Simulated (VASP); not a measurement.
# TiSi2 (Cmcm) in VASP: notebook

Aim: see how the results for TiSi2 move with the level of theory and the settings. Levels: PBEsol+U, r2SCAN. Tasks: single point.

Everything below comes from runs of VASP 6.6.1. Logs are shortened: lines on timing, memory, paths and dates and some standing lists are left out, and cuts for length are marked.

## 1. The cell of the first run

It takes space group Cmcm (No. 63, orthorhombic). The conventional cell has a = 3.530 Å, b = 13.519 Å, c = 3.565 Å, α = 90.00°, β = 90.00°, γ = 90.00°. Within 3.6 Å of Ti (site symmetry m2m) lie 10 Si at 2.58 to 2.81 Å and 6 Ti at 3.31 to 3.57 Å. Within 3.3 Å of Si (site symmetry m2m) lie 8 Si at 2.51 to 3.15 Å and 4 Ti at 2.66 to 2.67 Å. Si (site symmetry m2m) has 6 Si at 2.38 to 3.15 Å and 6 Ti at 2.58 to 2.81 Å within 3.2 Å.

## 2. Single point, PBEsol+U

The input, INCAR:

```
SYSTEM = TiSi2
PREC = Accurate
ENCUT = 520
EDIFF = 1E-6
ISMEAR = -1
SIGMA = 0.05
LREAL = .False.
LASPH = .True.
NELM = 150
ALGO = Normal
ISIF = 2
LWAVE = .False.
LCHARG = .False.
LMAXMIX = 4
LDAU = .True.
LDAUTYPE = 2
LDAUL = 2 -1
LDAUU = 1 0
LDAUJ = 0 0
LDAUPRINT = 1
GGA = PS
NBANDS = 29
```

The input, KPOINTS:

```
Automatic mesh
0
Gamma
  8 8 8
  0 0 0
```

The input, POSCAR:

```
TiSi2
1.0
    1.7651050250     -6.7592815350      0.0000000000
    1.7651050250      6.7592815350      0.0000000000
    0.0000000000      0.0000000000      3.5651739700
Ti Si
2 4
Direct
    0.1031180800      0.8968819200      0.2500000000
    0.8968819200      0.1031180800      0.7500000000
    0.7503148200      0.2496851800      0.2500000000
    0.2496851800      0.7503148200      0.7500000000
    0.4417485500      0.5582514500      0.2500000000
    0.5582514500      0.4417485500      0.7500000000
```

Potentials or basis: VASP PAW PBE potentials, release 64 (Ti_sv, Si).

The run is started by

```sh
$ cat potpaw_PBE.64/Ti_sv/POTCAR potpaw_PBE.64/Si/POTCAR > POTCAR
$ mpirun -np 1 vasp_std > vasp.out
```

OUTCAR:

```text
SYSTEM = TiSi2
   PREC = Accurate
   ENCUT = 520
   EDIFF = 1E-6
   ISMEAR = -1
   LREAL = .False.
   LASPH = .True.
   NELM = 150
   ISIF = 2
   GGA = PS

 ion  position               nearest neighbor table
   1  0.103  0.897  0.250-   6 2.58   6 2.58   6 2.58   6 2.58   3 2.66   3 2.66   4 2.67   4 2.67
                             5 2.81   5 2.81
   2  0.897  0.103  0.750-   5 2.58   5 2.58   5 2.58   5 2.58   4 2.66   4 2.66   3 2.67   3 2.67
                             6 2.81   6 2.81
   3  0.750  0.250  0.250-   4 2.51   4 2.51   4 2.51   4 2.51   1 2.66   1 2.66   2 2.67   2 2.67
                             5 3.13   5 3.13
   4  0.250  0.750  0.750-   3 2.51   3 2.51   3 2.51   3 2.51   2 2.66   2 2.66   1 2.67   1 2.67
                             6 3.13   6 3.13
   5  0.442  0.558  0.250-   6 2.38   6 2.38   2 2.58   2 2.58   2 2.58   2 2.58   1 2.81   1 2.81
                             3 3.13   3 3.13
   6  0.558  0.442  0.750-   5 2.38   5 2.38   1 2.58   1 2.58   1 2.58   1 2.58   2 2.81   2 2.81
                             4 3.13   4 3.13

  LATTYP: Found a base centered orthorhombic cell.
 ALAT       =     3.5302100500
 B/A-ratio  =     3.8293934011
 C/A-ratio  =     1.0099042039

  Lattice vectors:

 A1 = (   1.7651050250,  -6.7592815350,   0.0000000000)
 A2 = (   1.7651050250,   6.7592815350,   0.0000000000)
 A3 = (   0.0000000000,   0.0000000000,   3.5651739700)

Analysis of symmetry for initial positions (statically):
=====================================================================
 Subroutine PRICEL returns:
 Original cell was already a primitive cell.

 Routine SETGRP: Setting up the symmetry group for a
 base centered orthorhombic supercell.

 Subroutine GETGRP returns: Found  8 space group operations
 (whereof  4 operations were pure point group operations)
 out of a pool of  8 trial point group operations.

The static configuration has the point symmetry C_2h.
 The point group associated with its full space group is D_2h.

Analysis of symmetry for dynamics (positions and initial velocities):
[... 211 lines left out ...]
  0.0000  0.0000  0.1609 -0.0000  0.0179
  0.0000  0.0000 -0.0000  0.2685 -0.0000
 -0.0000  0.0000  0.0179 -0.0000  0.1661

 occupancies and eigenvectors

  o =  0.1454  v =  0.0000 -0.0000  0.7564  0.0000 -0.6541  0.0000  0.0000  0.0000  0.0000  0.0000      0.0000  0.0000  0.0000  0.0000  0.0000  0.0000  0.0000  0.0000  0.0000  0.0000
  o =  0.1454  v =  0.0000  0.0000  0.0000  0.0000  0.0000  0.0000 -0.0000  0.7564  0.0000 -0.6541      0.0000  0.0000  0.0000  0.0000  0.0000  0.0000  0.0000  0.0000  0.0000  0.0000
  o =  0.1816  v =  0.0000  0.0000  0.6541  0.0000  0.7564  0.0000  0.0000  0.0000  0.0000  0.0000      0.0000  0.0000  0.0000  0.0000  0.0000  0.0000  0.0000  0.0000  0.0000  0.0000
  o =  0.1816  v =  0.0000  0.0000  0.0000  0.0000  0.0000  0.0000  0.0000  0.6541  0.0000  0.7564      0.0000  0.0000  0.0000  0.0000  0.0000  0.0000  0.0000  0.0000  0.0000  0.0000
  o =  0.2174  v =  0.0000  1.0000 -0.0000 -0.0000 -0.0000  0.0000  0.0000  0.0000  0.0000  0.0000      0.0000  0.0000  0.0000  0.0000  0.0000  0.0000  0.0000  0.0000  0.0000  0.0000
  o =  0.2174  v =  0.0000  0.0000  0.0000  0.0000  0.0000  0.0000  1.0000 -0.0000 -0.0000 -0.0000      0.0000  0.0000  0.0000  0.0000  0.0000  0.0000  0.0000  0.0000  0.0000  0.0000
  o =  0.2368  v =  1.0000  0.0000  0.0000  0.0000  0.0000  0.0000  0.0000  0.0000  0.0000  0.0000      0.0000  0.0000  0.0000  0.0000  0.0000  0.0000  0.0000  0.0000  0.0000  0.0000
  o =  0.2368  v =  0.0000  0.0000  0.0000  0.0000  0.0000  1.0000  0.0000  0.0000  0.0000  0.0000      0.0000  0.0000  0.0000  0.0000  0.0000  0.0000  0.0000  0.0000  0.0000  0.0000
  o =  0.2685  v =  0.0000  0.0000  0.0000  0.0000  0.0000  0.0000 -0.0000  0.0000 -1.0000 -0.0000      0.0000  0.0000  0.0000  0.0000  0.0000  0.0000  0.0000  0.0000  0.0000  0.0000
  o =  0.2685  v =  0.0000 -0.0000  0.0000 -1.0000 -0.0000  0.0000  0.0000  0.0000  0.0000  0.0000      0.0000  0.0000  0.0000  0.0000  0.0000  0.0000  0.0000  0.0000  0.0000  0.0000

 number of electron      40.0000004 magnetization

 Free energy of the ion-electron system (eV)
  ---------------------------------------------------
  ext. energy  EPLUGINS =         0.00000000
  ---------------------------------------------------
  free energy    TOTEN  =       -42.03276792 eV

  energy without entropy =      -42.02091874  energy(sigma->0) =      -42.02684333

 E-fermi :  10.5422     XC(G=0): -11.7339

 val. band max:       10.5410050241   @ k =   0.3750   0.2500   0.1250
 cond. band min:      10.5474098196   @ k =  -0.3750   0.3750   0.3750
 fundamental gap:      0.0064047955
 Fermi energy:        10.5422146943

 k-point     1 :       0.0000    0.0000    0.0000
  band No.  band energies     occupation
      1     -46.3125      2.00000
      2     -46.3030      2.00000
      3     -22.7617      2.00000
      4     -22.7184      2.00000
      5     -22.7084      2.00000
      6     -22.7054      2.00000
[... 757 lines left out ...]
     28      13.8757      0.00000
     29      14.1803      0.00000

 [... further k-points ...]

------------------------ aborting loop because EDIFF is reached ----------------------------------------

  FORCE on cell =-STRESS in cart. coord.  units (eV):
  Direction    XX          YY          ZZ          XY          YZ          ZX
  --------------------------------------------------------------------------------------
  -------------------------------------------------------------------------------------
  Total       -0.4479987     -0.6351144     -0.2157600      0.0000000      0.0000000      0.0000000
  in kB       -8.4373403    -11.9613647     -4.0634940      0.0000000      0.0000000      0.0000000
  external PRESSURE =      -8.1540663 kB  Pullay stress =       0.0000000 kB

 VOLUME and BASIS-vectors are now :
 -----------------------------------------------------------------------------
  energy-cutoff  :      520.00
  volume of cell :       85.07
      direct lattice vectors                 reciprocal lattice vectors
     1.765105025 -6.759281535  0.000000000     0.283269263 -0.073972359  0.000000000
     1.765105025  6.759281535  0.000000000     0.283269263  0.073972359  0.000000000
     0.000000000  0.000000000  3.565173970     0.000000000  0.000000000  0.280491221

 POSITION                                       TOTAL-FORCE (eV/Angst)
 -----------------------------------------------------------------------------------
      1.76511      5.36527      0.89129         0.000000      0.023144      0.000000
      1.76511     -5.36527      2.67388         0.000000     -0.023144     -0.000000
      1.76511     -3.38390      0.89129         0.000000     -0.007578     -0.000000
      1.76511      3.38390      2.67388         0.000000      0.007578      0.000000
      1.76511      0.78748      0.89129         0.000000      0.200521      0.000000
      1.76511     -0.78748      2.67388         0.000000     -0.200521      0.000000
 -----------------------------------------------------------------------------------
    total drift:                                0.000000      0.000000      0.000000

  FREE ENERGIE OF THE ION-ELECTRON SYSTEM (eV)
  ---------------------------------------------------
  free  energy   TOTEN  =       -42.0327679249 eV

  energy  without entropy=      -42.0209187403  energy(sigma->0) =      -42.02684333
```

Wall time 8.8 min (1 thread of Intel Xeon 8259CL, shared host); peak memory 0.41 GiB.

Results:

- Free energy: -42.0328 eV
- Pressure: -0.8 GPa
- Largest force: 0.201 eV/Å
- Band gap on the k mesh: zero (bands 20 and 21 overlap by 1.00 eV)

Forces on the atoms (eV/Å):
```
Ti   0.000  0.023  0.000
Ti   0.000 -0.023  0.000
Si   0.000 -0.008  0.000
Si   0.000  0.008  0.000
Si   0.000  0.201  0.000
Si   0.000 -0.201  0.000
```

Eigenvalues of the final occupation matrices:
```csv
site,spin,trace,eigenvalues
site 1 d,1,1.05,0.15 0.18 0.22 0.24 0.27
site 1 d,2,1.05,0.15 0.18 0.22 0.24 0.27
site 2 d,1,1.05,0.15 0.18 0.22 0.24 0.27
site 2 d,2,1.05,0.15 0.18 0.22 0.24 0.27
```

Caveat: the PAW data sets were made with another functional, which shifts forces and pressure a little; U without spin polarisation on a metal has little footing; the U is typed as a test and isn't derived for this compound.

## 3. Single point, r2SCAN

This run uses another cell than the first one, of 13.66 Å³/atom.

The input, POSCAR:

```
TiSi2
1.0
    1.7480661855     -6.6333205000      0.0000000000
    1.7480661855      6.6333205000      0.0000000000
    0.0000000000      0.0000000000      3.5352902941
Ti Si
2 4
Direct
    0.1023477863      0.8976522137      0.2500000000
    0.8976522137      0.1023477863      0.7500000000
    0.7504357590      0.2495642410      0.2500000000
    0.2495642410      0.7504357590      0.7500000000
    0.4405465573      0.5594534427      0.2500000000
    0.5594534427      0.4405465573      0.7500000000
```

The input, INCAR.step1:

```
PREC = Accurate
ENCUT = 520
ISMEAR = -1
SIGMA = 0.05
LREAL = F
LASPH = T
NELM = 100
NBANDS = 29
GGA = PE
ALGO = Normal
EDIFF = 1E-4
LWAVE = T
LCHARG = F
```

The input, INCAR.step2:

```
PREC = Accurate
ENCUT = 520
EDIFF = 1E-6
ISMEAR = -1
SIGMA = 0.05
LREAL = F
LASPH = T
NELM = 100
ALGO = Normal
ISIF = 2
LWAVE = F
LCHARG = T
METAGGA = R2SCAN
LMIXTAU = T
LELF = T
LVHAR = T
NBANDS = 29
ISTART = 1
```

The input, KPOINTS:

```
Automatic mesh
0
Gamma
  8 8 8
```

Potentials or basis: VASP PAW PBE potentials, release 64 (Ti_sv, Si).

The run is started by

```sh
$ cat potpaw_PBE.64/Ti_sv/POTCAR potpaw_PBE.64/Si/POTCAR > POTCAR
$ cp INCAR.step1 INCAR
$ mpirun -np 1 vasp_std > vasp.out
$ cp INCAR.step2 INCAR
$ mpirun -np 1 vasp_std > vasp.out
```

Run time: 13 min. Hardware: 1 thread of Intel Xeon 6975P-C (Granite Rapids), shared host; peak memory 0.43 GiB.

The run converged. Its results:

```yaml
Free_energy: -64.2246 eV
Pressure: 5.3 GPa
Largest_force: 0.018 eV/Å
Band_gap_on_the_k_mesh: zero (bands 20 and 21 overlap by 1.05 eV)
```

Forces in eV/Å, atoms in the order of the input:
```
Ti   0.000 -0.003  0.000
Ti   0.000  0.003  0.000
Si   0.000  0.001  0.000
Si   0.000 -0.001  0.000
Si   0.000 -0.018  0.000
Si   0.000  0.018  0.000
```

Stress tensor (GPa, compression positive):
```
5.29 0.00 0.00
0.00 5.41 0.00
0.00 0.00 5.21
```

Levels at points of the mesh, in eV from the Fermi level:
```csv
k point,band 16,band 17,band 18,band 19,band 20,band 21,band 22,band 23,band 24,band 25
"(0.00, 0.00, 0.00)",-2.76,-2.33,-2.33,-2.16,0.42,0.84,0.96,1.04,1.35,1.52
"(0.50, 0.00, 0.00)",-2.77,-1.95,-1.53,-0.70,-0.68,-0.63,1.35,1.70,1.89,1.94
"(0.50, 0.50, 0.00)",-2.87,-2.79,-2.20,-1.25,0.33,0.67,0.71,0.96,1.54,2.34
"(0.00, 0.00, 0.50)",-2.63,-1.79,-1.79,-0.07,-0.07,1.07,1.07,1.54,1.54,1.90
"(0.50, 0.00, 0.50)",-4.52,-3.51,-3.51,-2.76,-2.76,1.99,1.99,2.22,2.22,2.78
"(0.50, 0.50, 0.50)",-3.72,-2.36,-2.36,-1.02,-1.02,0.67,0.67,1.93,1.93,2.74
```

Caveat: the cell stands under pressure; the PAW data sets were made with another functional, which shifts forces and pressure a little.

## 4. Single point, r2SCAN

This run uses another cell than the first one, of 13.95 Å³/atom.

The input, POSCAR:

```
TiSi2
1.0
    1.7574149657     -6.7038537681      0.0000000000
    1.7574149657      6.7038537681      0.0000000000
    0.0000000000      0.0000000000      3.5521621955
Ti Si
2 4
Direct
    0.1028076862      0.8971923138      0.2500000000
    0.8971923138      0.1028076862      0.7500000000
    0.7503846673      0.2496153327      0.2500000000
    0.2496153327      0.7503846673      0.7500000000
    0.4411693743      0.5588306257      0.2500000000
    0.5588306257      0.4411693743      0.7500000000
```

The input, INCAR.step1:

```
ALGO = Normal
EDIFF = 1E-4
ENCUT = 520
GGA = PE
ISMEAR = -1
LASPH = True
LCHARG = False
LREAL = False
LWAVE = True
NBANDS = 29
NELM = 80
PREC = Accurate
SIGMA = 0.05
```

The input, INCAR.step2:

```
ALGO = Normal
EDIFF = 1E-6
ENCUT = 520
ISIF = 2
ISMEAR = -1
ISTART = 1
LASPH = True
LCHARG = True
LELF = True
LMIXTAU = True
LREAL = False
LVHAR = True
LWAVE = False
METAGGA = R2SCAN
NBANDS = 29
NELM = 80
PREC = Accurate
SIGMA = 0.05
```

The input, KPOINTS:

```
k-points
0
Gamma
  8 8 8
```

The run is started by

```sh
$ cat potpaw_PBE.64/Ti_sv/POTCAR potpaw_PBE.64/Si/POTCAR > POTCAR
$ cp INCAR.step1 INCAR
$ mpirun -np 1 vasp_std > vasp.out
$ cp INCAR.step2 INCAR
$ mpirun -np 1 vasp_std > vasp.out
```

It took 13 min on 1 thread of Intel Xeon 6975P-C (Granite Rapids), shared host; peak memory 0.44 GiB.

The run converged. Its results:

| Property | Result |
| --- | --- |
| Free energy | -64.2659 eV |
| Pressure | 2.3 GPa |
| Largest force | 0.016 eV/Å |
| Band gap on the k mesh | zero (bands 20 and 21 overlap by 1.04 eV) |

Forces on the atoms (eV/Å):
```
Ti   0.000 -0.004  0.000
Ti   0.000  0.004  0.000
Si   0.000  0.001  0.000
Si   0.000 -0.001  0.000
Si   0.000 -0.016  0.000
Si   0.000  0.016  0.000
```

Stress tensor (GPa, compression positive):
```
2.33 0.00 0.00
0.00 2.35 0.00
0.00 0.00 2.23
```

Levels at points of the mesh, in eV from the Fermi level:
| k point | band 17 | band 18 | band 19 | band 20 | band 21 | band 22 | band 23 | band 24 |
| --- | --- | --- | --- | --- | --- | --- | --- | --- |
| (0.00, 0.00, 0.00) | -2.31 | -2.28 | -2.19 | 0.44 | 0.84 | 0.95 | 0.96 | 1.36 |
| (0.50, 0.00, 0.00) | -1.88 | -1.57 | -0.68 | -0.67 | -0.60 | 1.31 | 1.65 | 1.87 |
| (0.50, 0.50, 0.00) | -2.71 | -2.19 | -1.24 | 0.35 | 0.67 | 0.75 | 0.95 | 1.43 |
| (0.00, 0.00, 0.50) | -1.75 | -1.75 | -0.08 | -0.08 | 0.95 | 0.95 | 1.52 | 1.52 |
| (0.50, 0.00, 0.50) | -3.51 | -3.51 | -2.70 | -2.70 | 1.95 | 1.95 | 2.17 | 2.17 |
| (0.50, 0.50, 0.50) | -2.28 | -2.28 | -0.99 | -0.99 | 0.61 | 0.61 | 1.90 | 1.90 |

Caveat: the PAW data sets were made with another functional, which shifts forces and pressure a little.

## 5. The runs side by side

| level | U | cell | gap on the mesh (eV) | pressure (GPa) | largest force (eV/Å) |
| --- | --- | --- | --- | --- | --- |
| PBEsol+U | Ti d U = 1.0 eV | a = 6.986, b = 6.986, c = 3.565 Å, angles 90.0, 90.0, 150.7°, 6 atoms, atomic positions A | none | -0.8 | 0.20 |
| r2SCAN | - | a = 6.860, b = 6.860, c = 3.535 Å, angles 90.0, 90.0, 150.5°, 6 atoms, atomic positions B | none | 5.3 | 0.02 |
| r2SCAN | - | a = 6.930, b = 6.930, c = 3.552 Å, angles 90.0, 90.0, 150.6°, 6 atoms, atomic positions C | none | 2.3 | 0.02 |

Alike in all rows: task single point; potentials or basis VASP PAW PBE potentials, release 64 (Ti_sv, Si); no spin polarisation; k mesh 8 × 8 × 8; cutoff (eV) 520; smearing fermi-dirac 0.05 eV.

Caveats: the PAW data sets were made with another functional, which shifts forces and pressure a little; U without spin polarisation on a metal has little footing (at least some runs); the U is typed as a test and isn't derived for this compound (at least some runs); the cell stands under pressure (at least some runs).

Absolute energies hang on the potentials; compare differences alone.

The gap in the log of VASP goes by the Fermi energy; the results here count the filled bands.